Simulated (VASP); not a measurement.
# Al36O in VASP: single point with PBE

Aim: the single point of Al36O with PBE.

Everything below comes from runs of VASP 6.6.1. Logs are shortened: lines on timing, memory, paths and dates and some standing lists are left out, and cuts for length are marked.

### 1 The cell of the first run

The cell holds a slab with vacuum, 37 atoms: a = 5.707 Å, b = 5.707 Å, c = 34.261 Å, α = 90.00°, β = 90.00°, γ = 120.00°.

### 2 Single point, PBE

Contents of INCAR:

```
SYSTEM = Al36O
PREC = Accurate
ENCUT = 520
EDIFF = 1E-6
ISMEAR = 0
SIGMA = 0.1
LREAL = Auto
LASPH = .True.
NELM = 100
ALGO = Fast
ISIF = 2
LWAVE = .False.
LCHARG = .False.
LDIPOL = .True.
IDIPOL = 3
DIPOL = 0.5 0.5 0.399
GGA = PE
NBANDS = 81
```

Contents of KPOINTS:

```
regular mesh
0
Gamma
  6 6 1
  0 0 0
```

Contents of POSCAR:

```
Al36O
1.0
    5.7070863106      0.0000000000      0.0000000000
   -2.8535431553      4.9424817266      0.0000000000
    0.0000000000      0.0000000000     34.2605580927
Al O
36 1
Direct
    0.1666666667      0.3333333333      0.1167523305
    0.1666666667      0.8333333333      0.1167523305
    0.6666666667      0.3333333333      0.1167523305
    0.6666666667      0.8333333333      0.1167523305
    0.0000000000      0.0000000000      0.1852090274
    0.0000000000      0.5000000000      0.1852090274
    0.5000000000      0.0000000000      0.1852090274
    0.5000000000      0.5000000000      0.1852090274
    0.3333333333      0.1666666667      0.2536657244
    0.3333333333      0.6666666667      0.2536657244
    0.8333333333      0.1666666667      0.2536657244
    0.8333333333      0.6666666667      0.2536657244
    0.0000000000      0.0000000000      0.3221224214
    0.0000000000      0.5000000000      0.3221224214
    0.5000000000      0.0000000000      0.3221224214
    0.5000000000      0.5000000000      0.3221224214
    0.1666666667      0.3333333333      0.3899858423
    0.1666666667      0.8333333333      0.3899858423
    0.6666666667      0.3333333333      0.3899858423
    0.6666666667      0.8333333333      0.3899858423
    0.0000000000      0.0000000000      0.4578168580
    0.0000000000      0.5000000000      0.4578168580
    0.5000000000      0.0000000000      0.4578168580
    0.5000000000      0.5000000000      0.4578168580
    0.3333333333      0.1666666667      0.5268325045
    0.3333333333      0.6666666667      0.5268325045
    0.8333333333      0.1666666667      0.5268325045
    0.8333333333      0.6666666667      0.5268325045
    0.0000000000      0.0000000000      0.5950901730
    0.0000000000      0.5000000000      0.5950901730
    0.5000000000      0.0000000000      0.5950901730
    0.5000000000      0.5000000000      0.5950901730
    0.1666666667      0.3333333333      0.6643370499
    0.1666666667      0.8333333333      0.6643370499
    0.6666666667      0.3333333333      0.6643370499
    0.6666666667      0.8333333333      0.6643370499
    0.1666666667      0.4166666667      0.7111269753
```

Potentials or basis: VASP PAW PBE potentials, release 64 (Al, O).

Launch:

```bash
$ cat potpaw_PBE.64/Al/POTCAR potpaw_PBE.64/O/POTCAR > POTCAR
$ mpirun -np 1 vasp_std > vasp.out
```

OUTCAR:

```text
SYSTEM = Al36O
   PREC = Accurate
   ENCUT = 520
   EDIFF = 1E-6
   ISMEAR = 0
   LREAL = Auto
   LASPH = .True.
   NELM = 100
   ISIF = 2
   GGA = PE

 ion  position               nearest neighbor table
   1  0.167  0.333  0.117-   3 2.85   3 2.85   4 2.85   2 2.85   2 2.85   4 2.85   8 2.87   5 2.87
                             6 2.87
   2  0.167  0.833  0.117-   4 2.85   4 2.85   1 2.85   1 2.85   3 2.85   3 2.85   7 2.87   6 2.87
                             5 2.87
   3  0.667  0.333  0.117-   1 2.85   1 2.85   4 2.85   4 2.85   2 2.85   2 2.85   6 2.87   7 2.87
                             8 2.87
   4  0.667  0.833  0.117-   2 2.85   2 2.85   3 2.85   3 2.85   1 2.85   1 2.85   5 2.87   8 2.87
                             7 2.87
   5  0.000  0.000  0.185-   7 2.85   7 2.85   8 2.85   6 2.85   6 2.85   8 2.85   4 2.87   1 2.87
                             2 2.87   9 2.87  12 2.87  11 2.87
   6  0.000  0.500  0.185-   8 2.85   8 2.85   5 2.85   5 2.85   7 2.85   7 2.85   3 2.87   2 2.87
                             1 2.87  10 2.87  11 2.87  12 2.87
   7  0.500  0.000  0.185-   5 2.85   5 2.85   8 2.85   8 2.85   6 2.85   6 2.85   2 2.87   3 2.87
                             4 2.87  11 2.87  10 2.87   9 2.87
   8  0.500  0.500  0.185-   6 2.85   6 2.85   7 2.85   7 2.85   5 2.85   5 2.85   1 2.87   4 2.87
                             3 2.87  12 2.87   9 2.87  10 2.87
   9  0.333  0.167  0.254-  11 2.85  11 2.85  12 2.85  10 2.85  10 2.85  12 2.85  13 2.87   5 2.87
[... 40 lines left out ...]
                            27 2.86  36 2.89  33 2.89  34 2.89
  30  0.000  0.500  0.595-  32 2.85  32 2.85  29 2.85  29 2.85  31 2.85  31 2.85  26 2.86  27 2.86
                            28 2.86  35 2.89  34 2.89  33 2.89
  31  0.500  0.000  0.595-  29 2.85  29 2.85  32 2.85  32 2.85  30 2.85  30 2.85  27 2.86  26 2.86
                            25 2.86  34 2.89  35 2.89  36 2.89
  32  0.500  0.500  0.595-  30 2.85  30 2.85  31 2.85  31 2.85  29 2.85  29 2.85  28 2.86  25 2.86
                            26 2.86  33 2.89  36 2.89  35 2.89
  33  0.167  0.333  0.664-  37 1.67  35 2.85  35 2.85  34 2.85  34 2.85  36 2.85  36 2.85  32 2.89
                            29 2.89  30 2.89
  34  0.167  0.833  0.664-  36 2.85  36 2.85  33 2.85  33 2.85  35 2.85  35 2.85  31 2.89  30 2.89
                            29 2.89
  35  0.667  0.333  0.664-  33 2.85  33 2.85  36 2.85  36 2.85  34 2.85  34 2.85  30 2.89  31 2.89
                            32 2.89
  36  0.667  0.833  0.664-  34 2.85  34 2.85  35 2.85  35 2.85  33 2.85  33 2.85  29 2.89  32 2.89
                            31 2.89
  37  0.167  0.417  0.711-  33 1.67

  LATTYP: Found a hexagonal cell.
 ALAT       =     5.7070863106
 C/A-ratio  =     6.0031610227

  Lattice vectors:

 A1 = (   5.7070863106,   0.0000000000,   0.0000000000)
 A2 = (  -2.8535431553,   4.9424817266,   0.0000000000)
 A3 = (   0.0000000000,   0.0000000000,  34.2605580927)

Analysis of symmetry for initial positions (statically):
=====================================================================
 Subroutine PRICEL returns:
 Original cell was already a primitive cell.

[... 209 lines left out ...]
  Thomas-Fermi vector in A             =   1.910659
   LORBIT       =      0    0 simple, 1 ext, 2 COOP (PROOUT), +10 PAW based schemes
   GGA     = PE    functional components
   LHFCALC =     F    Hartree Fock is set to
   AEXX    =    0.0000 exact exchange contribution
   IVDW    =     0    specifies the selected vdW correction
   LEPSILON=     F    determine dielectric tensor
   LRPA    =     F    only Hartree local field effects (RPA)
 non-spin polarized calculation
 RMM-DIIS sequential band-by-band and
 Gauss-broadening in eV      SIGMA  =   0.10
  energy-cutoff  :      520.00
  volume of cell :      966.39
 maximum number of plane-waves:     26167
   NGX = 21   NGY = 21   NGZ =127

 dipolmoment           0.000000      0.000000     -0.052497 electrons x Angstroem

 number of electron     114.0000006 magnetization

 dipolmoment           0.000000      0.000000      0.325045 electrons x Angstroem

 Free energy of the ion-electron system (eV)
  ---------------------------------------------------
  ext. energy  EPLUGINS =         0.00000000
  ---------------------------------------------------
  free energy    TOTEN  =      -138.16716491 eV

  energy without entropy =     -138.09198086  energy(sigma->0) =     -138.12957288

 E-fermi :   3.0212     XC(G=0):  -6.8795

 val. band max:        3.0131847820   @ k =  -0.3333   0.1667   0.0000
 cond. band min:       3.0377013372   @ k =   0.0000   0.1667   0.0000
 fundamental gap:      0.0245165552
 Fermi energy:         3.0211541339

 k-point     1 :       0.0000    0.0000    0.0000
  band No.  band energies     occupation
      1     -13.7619      2.00000
      2      -7.9974      2.00000
      3      -7.7404      2.00000
      4      -7.3650      2.00000
      5      -6.8168      2.00000
      6      -6.1384      2.00000
[... 1429 lines left out ...]
     68       5.6064      0.00000
     69       5.6100      0.00000
 [bands above 69 left out]

------------------------ aborting loop because EDIFF is reached ----------------------------------------

 vacuum level on the upper side and lower side of the slab       (xc-potential included)         0.949        -1.074

  FORCE on cell =-STRESS in cart. coord.  units (eV):
  Direction    XX          YY          ZZ          XY          YZ          ZX
  --------------------------------------------------------------------------------------
  -------------------------------------------------------------------------------------
  Total       -3.1796371     -3.7125452     -0.7674141      0.1770825      1.4302833     -0.6112032
  in kB       -5.2714997     -6.1550046     -1.2722909      0.2935839      2.3712575     -1.0133099
  external PRESSURE =      -4.2329317 kB  Pullay stress =       0.0000000 kB

 VOLUME and BASIS-vectors are now :
 -----------------------------------------------------------------------------
  energy-cutoff  :      520.00
  volume of cell :      966.39
      direct lattice vectors                 reciprocal lattice vectors
     5.707086311  0.000000000  0.000000000     0.175220760  0.101163753  0.000000000
    -2.853543155  4.942481727  0.000000000     0.000000000  0.202327506  0.000000000
     0.000000000  0.000000000 34.260558093     0.000000000  0.000000000  0.029188083

 POSITION                                       TOTAL-FORCE (eV/Angst)
 -----------------------------------------------------------------------------------
      0.00000      1.64749      4.00000         0.002776     -0.007418     -0.001980
     -1.42677      4.11873      4.00000        -0.011668      0.006641     -0.028784
      2.85354      1.64749      4.00000        -0.004059      0.001646     -0.029520
      1.42677      4.11873      4.00000         0.011789      0.001296     -0.030515
      0.00000      0.00000      6.34536        -0.004954      0.011040      0.064645
     -1.42677      2.47124      6.34536         0.014470     -0.006048      0.056434
[... 29 lines left out ...]
      1.42677      4.11873     22.76056         0.151478     -0.131635      0.043253
     -0.23780      2.05937     24.36361        -0.497442      0.959760      0.089054
 -----------------------------------------------------------------------------------
    total drift:                                0.000076     -0.000053     -0.075274

  FREE ENERGIE OF THE ION-ELECTRON SYSTEM (eV)
  ---------------------------------------------------
  free  energy   TOTEN  =      -138.1671649079 eV

  energy  without entropy=     -138.0919808565  energy(sigma->0) =     -138.12957288

 vacuum level on the upper side and lower side of the slab         9.126         7.057
```

Run time: 1.6 h. Hardware: 1 thread of Oxide Virtual Turin-like, shared host; peak memory 1.4 GiB.

What came out:

```yaml
Free_energy: -138.1672 eV
Largest_force: 1.085 eV/Å
Band_gap_on_the_k_mesh: zero (bands 57 and 58 overlap by 1.36 eV)
```

Forces in eV/Å, atoms in the order of the input:
```
Al   0.003 -0.007 -0.002
Al  -0.012  0.007 -0.029
Al  -0.004  0.002 -0.030
Al   0.012  0.001 -0.031
Al  -0.005  0.011  0.065
Al   0.014 -0.006  0.056
Al   0.001 -0.003  0.093
Al  -0.016 -0.001  0.065
Al  -0.010  0.005 -0.044
Al   0.003 -0.008 -0.047
Al   0.010  0.001 -0.044
Al  -0.003  0.003 -0.031
Al  -0.006 -0.005  0.001
Al   0.006  0.000  0.013
Al   0.004 -0.003 -0.007
Al  -0.001  0.006  0.005
Al  -0.021  0.033 -0.008
Al   0.002 -0.029 -0.020
Al   0.014  0.023 -0.020
Al  -0.007 -0.010 -0.028
Al   0.003  0.022  0.040
Al   0.034 -0.010 -0.001
Al   0.007 -0.019  0.033
Al  -0.026 -0.007  0.025
Al  -0.039  0.028 -0.019
Al  -0.005 -0.052  0.029
Al   0.038  0.034  0.006
Al   0.016 -0.029 -0.066
Al  -0.022  0.088  0.026
Al   0.042 -0.024  0.164
Al  -0.008 -0.014 -0.102
Al  -0.089 -0.024  0.107
Al   0.331 -0.593 -0.667
Al   0.024 -0.222  0.278
Al   0.055 -0.027  0.057
Al   0.151 -0.132  0.043
O   -0.497  0.960  0.089
```

The gap in the log of VASP goes by the Fermi energy; the results here count the filled bands.